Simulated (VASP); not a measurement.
# Fe2O3 (R-3c) in VASP: single point with PBE+U

Aim: the single point of Fe2O3 with PBE+U.

All numbers are computed with VASP 6.6.1; they aren't measurements. Logs are shortened: lines on timing, memory, paths and dates and some standing lists are left out, and cuts for length are marked.

## (1) The cell of the first run

The structure is trigonal, space group R-3c (No. 167). Conventional cell: a = 5.038 Å, b = 5.038 Å, c = 13.772 Å, α = 90.00°, β = 90.00°, γ = 120.00°. Fe (site symmetry 3) has 6 O at 1.95 to 2.12 Å within 2.6 Å. Within 2.9 Å of O (site symmetry 2) lie 4 Fe at 1.95 to 2.12 Å and 8 O at 2.67 to 2.89 Å.

## (2) Single point, PBE+U, collinear spin, antiferromagnetic start

Input file INCAR:

```
SYSTEM = Fe2O3
ALGO     = Normal         ! electronic algorithm
EDIFF    = 1E-6           ! SCF threshold, eV
ENCUT    = 520            ! plane-wave cutoff, eV
GGA      = PE             ! functional
ISIF     = 2              ! what is computed and relaxed
ISMEAR   = -1             ! smearing method
ISPIN    = 2              ! spin polarisation
LASPH    = .TRUE.         ! aspherical terms in the spheres
LCHARG   = .FALSE.        ! write CHGCAR
LDAU     = .TRUE.         ! DFT+U
LDAUJ    = 0 0          
LDAUL    = 2 -1           ! shell
LDAUPRINT= 1            
LDAUTYPE = 2            
LDAUU    = 4 0            ! U, eV
LMAXMIX  = 4              ! l up to which the mixer works
LORBIT   = 11             ! projections on sites
LREAL    = .FALSE.        ! projectors in reciprocal space
LWAVE    = .FALSE.        ! write WAVECAR
MAGMOM   = 4 -4 4 -4 0 0 0 0 0 0 ! initial moments
NBANDS   = 49             ! bands
NELM     = 150            ! most SCF steps
PREC     = Accurate       ! precision mode
SIGMA    = 0.05           ! smearing width, eV
```

Input file KPOINTS:

```
k-points
0
G
  5 5 5
  0 0 0
```

Input file POSCAR:

```
Fe2O3
1.0
    2.5190000000      1.4543453300      4.5906666700
   -2.5190000000      1.4543453300      4.5906666700
    0.0000000000     -2.9086906600      4.5906666700
Fe O
4 6
Direct
    0.3553000000      0.3553000000      0.3553000000
    0.1447000000      0.1447000000      0.1447000000
    0.6447000000      0.6447000000      0.6447000000
    0.8553000000      0.8553000000      0.8553000000
    0.5559000000      0.9441000000      0.2500000000
    0.2500000000      0.5559000000      0.9441000000
    0.9441000000      0.2500000000      0.5559000000
    0.4441000000      0.0559000000      0.7500000000
    0.7500000000      0.4441000000      0.0559000000
    0.0559000000      0.7500000000      0.4441000000
```

Potentials or basis: VASP PAW PBE potentials, release 64 (Fe, O).

Run with:

```sh
cat potpaw_PBE.64/Fe/POTCAR potpaw_PBE.64/O/POTCAR > POTCAR
mpirun -np 1 vasp_std > vasp.out
```

OUTCAR:

```text
SYSTEM = Fe2O3
   EDIFF = 1E-6
   ENCUT = 520
   GGA = PE
   ISIF = 2
   ISMEAR = -1
   ISPIN = 2
   LASPH = .TRUE.
   LORBIT = 11
   LREAL = .FALSE.
   NELM = 150
   PREC = Accurate

 ion  position               nearest neighbor table
   1  0.355  0.355  0.355-  10 1.95   8 1.95   9 1.95   5 2.12   6 2.12   7 2.12   2 2.90   3 2.97
                             3 2.97   3 2.97
   2  0.145  0.145  0.145-   9 1.95   8 1.95  10 1.95   5 2.12   7 2.12   6 2.12   1 2.90   4 2.97
                             4 2.97   4 2.97
   3  0.645  0.645  0.645-   7 1.95   5 1.95   6 1.95   8 2.12   9 2.12  10 2.12   4 2.90   1 2.97
                             1 2.97   1 2.97
   4  0.855  0.855  0.855-   6 1.95   5 1.95   7 1.95   8 2.12  10 2.12   9 2.12   3 2.90   2 2.97
                             2 2.97   2 2.97
   5  0.556  0.944  0.250-   3 1.95   4 1.95   1 2.12   2 2.12
   6  0.250  0.556  0.944-   4 1.95   3 1.95   1 2.12   2 2.12
   7  0.944  0.250  0.556-   3 1.95   4 1.95   2 2.12   1 2.12
   8  0.444  0.056  0.750-   1 1.95   2 1.95   3 2.12   4 2.12
   9  0.750  0.444  0.056-   2 1.95   1 1.95   3 2.12   4 2.12
  10  0.056  0.750  0.444-   1 1.95   2 1.95   4 2.12   3 2.12

  LATTYP: Found a trigonal (rhomboedric) cell.
 ALAT       =     5.4345838676
 COS(alpha) =     0.5703114898

  Lattice vectors:

 A1 = (   2.5190000000,   1.4543453300,   4.5906666700)
 A2 = (  -2.5190000000,   1.4543453300,   4.5906666700)
 A3 = (   0.0000000000,  -2.9086906600,   4.5906666700)

Analysis of symmetry for initial positions (statically):
=====================================================================
 Subroutine PRICEL returns:
 Original cell was already a primitive cell.

 Routine SETGRP: Setting up the symmetry group for a
 trigonal (rhombohedral) supercell.

 Subroutine GETGRP returns: Found 12 space group operations
 (whereof  6 operations were pure point group operations)
 out of a pool of 12 trial point group operations.

The static configuration has the point symmetry S_6 .
 The point group associated with its full space group is D_3d.

Analysis of symmetry for dynamics (positions and initial velocities):
=====================================================================
 Subroutine PRICEL returns:
 Original cell was already a primitive cell.

 Routine SETGRP: Setting up the symmetry group for a
 trigonal (rhombohedral) supercell.

 Subroutine GETGRP returns: Found 12 space group operations
 (whereof  6 operations were pure point group operations)
 out of a pool of 12 trial point group operations.

The dynamic configuration has the point symmetry S_6 .
 The point group associated with its full space group is D_3d.

Analysis of structural, dynamic, and magnetic symmetry:
=====================================================================
 Subroutine PRICEL returns:
 Original cell was already a primitive cell.

 Routine SETGRP: Setting up the symmetry group for a
 trigonal (rhombohedral) supercell.

 Subroutine GETGRP returns: Found 12 space group operations
 (whereof  6 operations were pure point group operations)
 out of a pool of 12 trial point group operations.

The overall configuration has the point symmetry S_6 .
 The point group associated with its full space group is D_3d.

 Subroutine INISYM returns: Found 12 space group operations
 (whereof  6 operations are pure point group operations),
 and found     1 'primitive' translations

----------------------------------------------------------------------------------------

                                     Primitive cell

  volume of cell :     100.9073

  direct lattice vectors                    reciprocal lattice vectors
     2.519000000  1.454345330  4.590666670     0.198491465  0.114599101  0.072611095
    -2.519000000  1.454345330  4.590666670    -0.198491465  0.114599101  0.072611095
     0.000000000 -2.908690660  4.590666670     0.000000000 -0.229198201  0.072611095

  length of vectors
     5.434583868  5.434583868  5.434583869     0.240425012  0.240425012  0.240425012

  position of ions in fractional coordinates (direct lattice)
     0.355300000  0.355300000  0.355300000
     0.144700000  0.144700000  0.144700000
     0.644700000  0.644700000  0.644700000
     0.855300000  0.855300000  0.855300000
     0.555900000  0.944100000  0.250000000
     0.250000000  0.555900000  0.944100000
     0.944100000  0.250000000  0.555900000
[... 97 lines left out ...]
   ISMEAR =    -1;   SIGMA  =   0.05  broadening in eV -4-tet -1-fermi 0-gaus
   EFERMI_NEDOS =   21; number of points for ismear=-14 and -15
   IALGO  =     38    algorithm
   IMIX   =      4    mixing-type and parameters
     AMIX     =   0.40;   BMIX     =  1.00
     AMIX_MAG =   1.60;   BMIX_MAG =  1.00
  volume/ion in A,a.u.               =      10.09        68.10
  Fermi-wavevector in a.u.,A,eV,Ry     =   1.435281  2.712288 28.028426  2.060031
  Thomas-Fermi vector in A             =   2.554597
   LORBIT       =     11    0 simple, 1 ext, 2 COOP (PROOUT), +10 PAW based schemes
 LDA+U is selected, type is set to LDAUTYPE =  2
   angular momentum for each species LDAUL =     2   -1
   U (eV)           for each species LDAUU =   4.0  0.0
   J (eV)           for each species LDAUJ =   0.0  0.0
   GGA     = PE    functional components
   LHFCALC =     F    Hartree Fock is set to
   AEXX    =    0.0000 exact exchange contribution
   IVDW    =     0    specifies the selected vdW correction
   LEPSILON=     F    determine dielectric tensor
   LRPA    =     F    only Hartree local field effects (RPA)
 spin polarized calculation
  energy-cutoff  :      520.00
  volume of cell :      100.91
 maximum number of plane-waves:      2741
   NGX = 21   NGY = 21   NGZ = 21

 number of electron      67.9999996 magnetization       0.0000000

atom =   1  type =  1  l = 2

 onsite density matrix

spin component  1
[... 116 lines left out ...]
  o =  0.0949  v = -0.1282  0.0000 -0.0000 -0.6312  0.7649  0.0000  0.0000  0.0000  0.0000  0.0000      0.0000  0.0000  0.0000  0.0000  0.0000  0.0000  0.0000  0.0000  0.0000  0.0000
  o =  0.0949  v = -0.7649 -0.6312  0.0000 -0.0000 -0.1282  0.0000  0.0000  0.0000  0.0000  0.0000      0.0000  0.0000  0.0000  0.0000  0.0000  0.0000  0.0000  0.0000  0.0000  0.0000
  o =  0.0966  v =  0.0000 -0.0000 -1.0000  0.0000 -0.0000  0.0000  0.0000  0.0000  0.0000  0.0000      0.0000  0.0000  0.0000  0.0000  0.0000  0.0000  0.0000  0.0000  0.0000  0.0000
  o =  0.2933  v =  0.1044  0.0000 -0.0000 -0.7756 -0.6226  0.0000  0.0000  0.0000  0.0000  0.0000      0.0000  0.0000  0.0000  0.0000  0.0000  0.0000  0.0000  0.0000  0.0000  0.0000
  o =  0.2933  v = -0.6226  0.7756 -0.0000  0.0000 -0.1044  0.0000  0.0000  0.0000  0.0000  0.0000      0.0000  0.0000  0.0000  0.0000  0.0000  0.0000  0.0000  0.0000  0.0000  0.0000
  o =  0.9766  v =  0.0000  0.0000  0.0000  0.0000  0.0000 -0.1297 -0.0000 -0.0000 -0.6121  0.7801      0.0000  0.0000  0.0000  0.0000  0.0000  0.0000  0.0000  0.0000  0.0000  0.0000
  o =  0.9766  v =  0.0000  0.0000  0.0000  0.0000  0.0000  0.7801  0.6121 -0.0000 -0.0000  0.1297      0.0000  0.0000  0.0000  0.0000  0.0000  0.0000  0.0000  0.0000  0.0000  0.0000
  o =  0.9804  v =  0.0000  0.0000  0.0000  0.0000  0.0000  0.0000  0.0000  1.0000 -0.0000  0.0000      0.0000  0.0000  0.0000  0.0000  0.0000  0.0000  0.0000  0.0000  0.0000  0.0000
  o =  1.0354  v =  0.0000  0.0000  0.0000  0.0000  0.0000  0.1004 -0.0000 -0.0000 -0.7908 -0.6038      0.0000  0.0000  0.0000  0.0000  0.0000  0.0000  0.0000  0.0000  0.0000  0.0000
  o =  1.0354  v =  0.0000  0.0000  0.0000  0.0000  0.0000 -0.6038  0.7908 -0.0000 -0.0000 -0.1004      0.0000  0.0000  0.0000  0.0000  0.0000  0.0000  0.0000  0.0000  0.0000  0.0000

 number of electron      67.9999996 magnetization      -0.0000000

 Free energy of the ion-electron system (eV)
  ---------------------------------------------------
  ext. energy  EPLUGINS =         0.00000000
  ---------------------------------------------------
  free energy    TOTEN  =       -68.59814614 eV

  energy without entropy =      -68.59814614  energy(sigma->0) =      -68.59814614

 E-fermi :   4.4848     XC(G=0): -11.5907

 val. band max:        3.4315651350   @ k =  -0.4000   0.2000   0.0000
 cond. band min:       5.6012778851   @ k =  -0.2000   0.4000   0.2000
 fundamental gap:      2.1697127501
 Fermi energy:         4.4848161140

 spin component 1

 k-point     1 :       0.0000    0.0000    0.0000
  band No.  band energies     occupation
      1     -15.1271      1.00000
      2     -13.5709      1.00000
      3     -13.5490      1.00000
      4     -13.5490      1.00000
      5     -13.4824      1.00000
      6     -13.4824      1.00000
[... 920 lines left out ...]
     45      11.5001      0.00000
     46      11.9056      0.00000
 Fermi energy:         4.4848161140

 spin component 2

 k-point     1 :       0.0000    0.0000    0.0000
  band No.  band energies     occupation
      1     -15.1271      1.00000
      2     -13.5709      1.00000
      3     -13.5490      1.00000
      4     -13.5490      1.00000
      5     -13.4824      1.00000
      6     -13.4824      1.00000
[... 920 lines left out ...]
     45      11.5001      0.00000
     46      11.9056      0.00000
 [bands above 46 left out]

------------------------ aborting loop because EDIFF is reached ----------------------------------------

  FORCE on cell =-STRESS in cart. coord.  units (eV):
  Direction    XX          YY          ZZ          XY          YZ          ZX
  --------------------------------------------------------------------------------------
  -------------------------------------------------------------------------------------
  Total        2.6327924      2.6327924      2.2441142      0.0000000      0.0000000      0.0000000
  in kB       41.8027144     41.8027145     35.6313938      0.0000000      0.0000000      0.0000000
  external PRESSURE =      39.7456075 kB  Pullay stress =       0.0000000 kB

 VOLUME and BASIS-vectors are now :
 -----------------------------------------------------------------------------
  energy-cutoff  :      520.00
  volume of cell :      100.91
      direct lattice vectors                 reciprocal lattice vectors
     2.519000000  1.454345330  4.590666670     0.198491465  0.114599101  0.072611095
    -2.519000000  1.454345330  4.590666670    -0.198491465  0.114599101  0.072611095
     0.000000000 -2.908690660  4.590666670     0.000000000 -0.229198201  0.072611095

 POSITION                                       TOTAL-FORCE (eV/Angst)
 -----------------------------------------------------------------------------------
      0.00000      0.00000      4.89319         0.000000      0.000000     -0.155682
      0.00000      0.00000      1.99281         0.000000     -0.000000      0.155682
      0.00000      0.00000      8.87881         0.000000      0.000000      0.155682
      0.00000      0.00000     11.77919         0.000000      0.000000     -0.155682
     -0.97788      1.45435      8.03367        -0.010308     -0.000000     -0.000000
     -0.77056     -1.57404      8.03367         0.005154     -0.008927     -0.000000
      1.74844      0.11969      8.03367         0.005154      0.008927     -0.000000
      0.97788     -1.45435      5.73833         0.010308     -0.000000     -0.000000
      0.77056      1.57404      5.73833        -0.005154      0.008927     -0.000000
     -1.74844     -0.11969      5.73833        -0.005154     -0.008927     -0.000000
 -----------------------------------------------------------------------------------
    total drift:                               -0.000000     -0.000000     -0.000000

  FREE ENERGIE OF THE ION-ELECTRON SYSTEM (eV)
  ---------------------------------------------------
  free  energy   TOTEN  =       -68.5981461422 eV

  energy  without entropy=      -68.5981461418  energy(sigma->0) =      -68.59814614

 total charge

# of ion       s       p       d       tot
------------------------------------------
    1        0.380   0.547   5.851   6.777
    2        0.380   0.547   5.851   6.777
    3        0.380   0.547   5.851   6.777
    4        0.380   0.547   5.851   6.777
    5        1.564   3.473   0.000   5.038
    6        1.564   3.473   0.000   5.038
    7        1.564   3.473   0.000   5.038
    8        1.564   3.473   0.000   5.038
    9        1.564   3.473   0.000   5.038
   10        1.564   3.473   0.000   5.038
--------------------------------------------------
tot         10.906  23.027  23.404  57.337

 magnetization (x)

# of ion       s       p       d       tot
------------------------------------------
    1        0.012   0.016   4.127   4.154
    2       -0.012  -0.016  -4.127  -4.154
    3        0.012   0.016   4.127   4.154
    4       -0.012  -0.016  -4.127  -4.154
    5        0.000   0.000   0.000   0.000
    6        0.000   0.000   0.000   0.000
    7        0.000   0.000   0.000   0.000
    8        0.000   0.000   0.000   0.000
    9        0.000   0.000   0.000   0.000
   10        0.000   0.000   0.000   0.000
--------------------------------------------------
tot          0.000   0.000   0.000   0.000
```

Run time: 9 min. Hardware: 1 thread of AMD EPYC 7R13, shared host; peak memory 0.33 GiB.

What came out:

```
Free energy                                           : -68.5981 eV
Pressure                                              : 4.0 GPa
Largest force                                         : 0.156 eV/Å
Band gap on the k mesh                                : 2.17 eV (least direct gap 2.19 eV)
Net moment                                            : 0.00 μB per cell
Site moments                                          : Fe +4.15, -4.15 (each value once); O +0.00 μB
Valence electrons inside the program's atomic spheres : Fe 6.78; O 5.04
```

Forces in eV/Å, atoms in the order of the input:
```
Fe   0.000  0.000 -0.156
Fe   0.000  0.000  0.156
Fe   0.000  0.000  0.156
Fe   0.000  0.000 -0.156
O   -0.010  0.000  0.000
O    0.005 -0.009  0.000
O    0.005  0.009  0.000
O    0.010  0.000  0.000
O   -0.005  0.009  0.000
O   -0.005 -0.009  0.000
```

Levels at points of the mesh, in eV from the valence-band top:
Spin up:
```csv
k point,band 32,band 33,band 34,band 35,band 36,band 37
"(0.00, 0.00, 0.00)",-0.43,-0.34,-0.34,2.39,2.59,2.59
```
Spin down:
| k point | band 31 | band 32 | band 33 | band 34 | band 35 | band 36 | band 37 | band 38 |
| --- | --- | --- | --- | --- | --- | --- | --- | --- |
| (0.00, 0.00, 0.00) | -0.43 | -0.43 | -0.34 | -0.34 | 2.39 | 2.59 | 2.59 | 2.75 |

Eigenvalues of the final occupation matrices:
| site | spin | trace | eigenvalues |
| --- | --- | --- | --- |
| site 1 d | 1 | 5.00 | 0.98 0.98 0.98 1.04 1.04 |
| site 1 d | 2 | 0.87 | 0.09 0.09 0.10 0.29 0.29 |
| site 2 d | 1 | 0.87 | 0.09 0.09 0.10 0.29 0.29 |
| site 2 d | 2 | 5.00 | 0.98 0.98 0.98 1.04 1.04 |
| site 3 d | 1 | 5.00 | 0.98 0.98 0.98 1.04 1.04 |
| site 3 d | 2 | 0.87 | 0.09 0.09 0.10 0.29 0.29 |
| site 4 d | 1 | 0.87 | 0.09 0.09 0.10 0.29 0.29 |
| site 4 d | 2 | 5.00 | 0.98 0.98 0.98 1.04 1.04 |

Caveat: the cell stands under pressure. A k mesh can miss the band edges.
